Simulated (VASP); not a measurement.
Set up this calculation in VASP 6.6.1, as the native input.

```
Task                    : density of states
Functional              : PBE
Potentials or basis     : VASP PAW PBE potentials, release 64 (Sr_sv, Ti_sv, O)
Cutoff                  : 520 eV
k mesh                  : 8 × 8 × 8
Occupations             : gaussian, width 0.02 eV
Spin                    : no spin polarisation
Hubbard terms           : Ti d U = 4.0 eV
Dipole correction       : no
k mesh for the DOS      : 12 × 12 × 12
Occupations for the DOS : tetrahedron
Further INCAR settings  : ALGO = Normal; EDIFF = 1e-06
```

SrTiO3:

```
Sr Ti O
1.0
     3.92584    0.00000    0.00000
     0.00000    3.92584    0.00000
     0.00000    0.00000    3.98844
Sr Ti O
1 1 3
Direct
  0.50000 0.50000 0.50816
  0.00000 0.00000 0.01026
  0.50000 0.00000 0.97533
  0.00000 0.50000 0.97533
  0.00000 0.00000 0.47491
```

One way to write it, as run:

POSCAR

```
SrTiO3
1.0
    3.9258415304      0.0000000000      0.0000000000
    0.0000000000      3.9258415304      0.0000000000
    0.0000000000      0.0000000000      3.9884375010
Sr Ti O
1 1 3
Direct
    0.5000000000      0.5000000000      0.5081637248
    0.0000000000      0.0000000000      0.0102563992
    0.5000000000      0.0000000000      0.9753342346
    0.0000000000      0.5000000000      0.9753342346
    0.0000000000      0.0000000000      0.4749123568
```

INCAR.step1

```
PREC     = Accurate       # precision mode
ENCUT    = 520            # plane-wave cutoff, eV
EDIFF    = 1E-6           # SCF threshold, eV
ISMEAR   = 0              # smearing method
SIGMA    = 0.02           # smearing width, eV
LREAL    = F              # projectors in reciprocal space
LASPH    = T              # aspherical terms in the spheres
NELM     = 150            # most SCF steps
ALGO     = Normal         # electronic algorithm
ISIF     = 2              # what is computed and relaxed
LWAVE    = F              # write WAVECAR
LCHARG   = T              # write CHGCAR
LMAXMIX  = 4              # l up to which the mixer works
LDAU     = T              # DFT+U
LDAUTYPE = 2            
LDAUL    = -1 2 -1        # shell
LDAUU    = 0 4 0          # U, eV
LDAUJ    = 0 0 0        
LDAUPRINT= 1            
GGA      = PE             # functional
NBANDS   = 28             # bands
```

KPOINTS.step1

```
regular mesh
0
Gamma
  8 8 8
```

INCAR.step2

```
PREC     = Accurate       # precision mode
ENCUT    = 520            # plane-wave cutoff, eV
EDIFF    = 1E-6           # SCF threshold, eV
ISMEAR   = -5             # smearing method
SIGMA    = 0.02           # smearing width, eV
LREAL    = F              # projectors in reciprocal space
LASPH    = T              # aspherical terms in the spheres
NELM     = 150            # most SCF steps
ALGO     = Normal         # electronic algorithm
ISIF     = 2              # what is computed and relaxed
LWAVE    = F              # write WAVECAR
LCHARG   = F              # write CHGCAR
LMAXMIX  = 4              # l up to which the mixer works
LDAU     = T              # DFT+U
LDAUTYPE = 2            
LDAUL    = -1 2 -1        # shell
LDAUU    = 0 4 0          # U, eV
LDAUJ    = 0 0 0        
LDAUPRINT= 1            
GGA      = PE             # functional
LORBIT   = 11             # projections on sites
NEDOS    = 2001           # points of the DOS
ICHARG   = 11             # starting density
```

KPOINTS.step2

```
regular mesh
0
Gamma
  12 12 12
```

Potentials or basis: VASP PAW PBE potentials, release 64 (Sr_sv, Ti_sv, O).

Launch:

```sh
$ cat potpaw_PBE.64/Sr_sv/POTCAR potpaw_PBE.64/Ti_sv/POTCAR potpaw_PBE.64/O/POTCAR > POTCAR
$ cp INCAR.step1 INCAR
$ cp KPOINTS.step1 KPOINTS
$ mpirun -np 1 vasp_std > vasp.out
$ cp INCAR.step2 INCAR
$ cp KPOINTS.step2 KPOINTS
$ mpirun -np 1 vasp_std > vasp.out
```

Results of the run:

```json
{
  "Valence electrons inside the program's atomic spheres": "Sr 7.99; Ti 10.17; O 5.06"
}
```

Wall time 8.2 min on 1 thread of AMD EPYC 7R13, with other jobs on the host, peak memory 0.36 GiB.
